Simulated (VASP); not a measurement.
Wanted: the native input for a VASP 6.6.1 run.

```
Task                   : single point
Functional             : PBE
Potentials or basis    : VASP PAW PBE potentials, release 64 (Gd, B)
Cutoff                 : 520 eV
k mesh                 : 6 × 6 × 6
Occupations            : gaussian, width 0.1 eV
Spin                   : collinear spin, ferromagnetic start
Starting moments       : [7.0, 0.0] μB
Dipole correction      : no
Further INCAR settings : ALGO = Normal; EDIFF = 1e-06; NBANDS = 22
```

The structure of GdB lies in POSCAR:

```
GdB
1.0
    3.2452918819      0.0000000000      0.0000000000
    0.0000000000      3.2452918819      0.0000000000
    0.0000000000      0.0000000000      3.2452918819
Gd B
1 1
Direct
    0.0000000000      0.0000000000      0.0000000000
    0.5000000000      0.5000000000      0.5000000000
```

The cell was generated, and may not be a known phase.

These files were run (other wordings do the same):

INCAR

```
PREC = Accurate
ENCUT = 520
EDIFF = 1E-6
ISMEAR = 0
SIGMA = 0.1
LREAL = False
LASPH = True
NELM = 150
ALGO = Normal
ISIF = 2
LWAVE = False
LCHARG = False
ISPIN = 2
MAGMOM = 7 0
LORBIT = 11
LMAXMIX = 6
GGA = PE
NBANDS = 22
```

KPOINTS

```
Automatic mesh
0
Gamma
  6 6 6
```

Potentials or basis: VASP PAW PBE potentials, release 64 (Gd, B).

Run with:

```bash
$ cat potpaw_PBE.64/Gd/POTCAR potpaw_PBE.64/B/POTCAR > POTCAR
$ mpirun -np 1 vasp_std > vasp.out
```

Results of the run:

```
Pressure                                              : 0.0 GPa
Net moment                                            : 6.94 μB per cell
Site moments                                          : Gd +6.79; B -0.09 μB
Valence electrons inside the program's atomic spheres : Gd 15.28; B 1.59
```

Caveat: a cell with one magnetic atom can't hold antiferromagnetic order, which such compounds often take.

Wall time 38 s on 1 thread of Intel(R) Xeon(R) Platinum 8488C (Sapphire Rapids), on a shared host, peak memory 0.17 GiB.
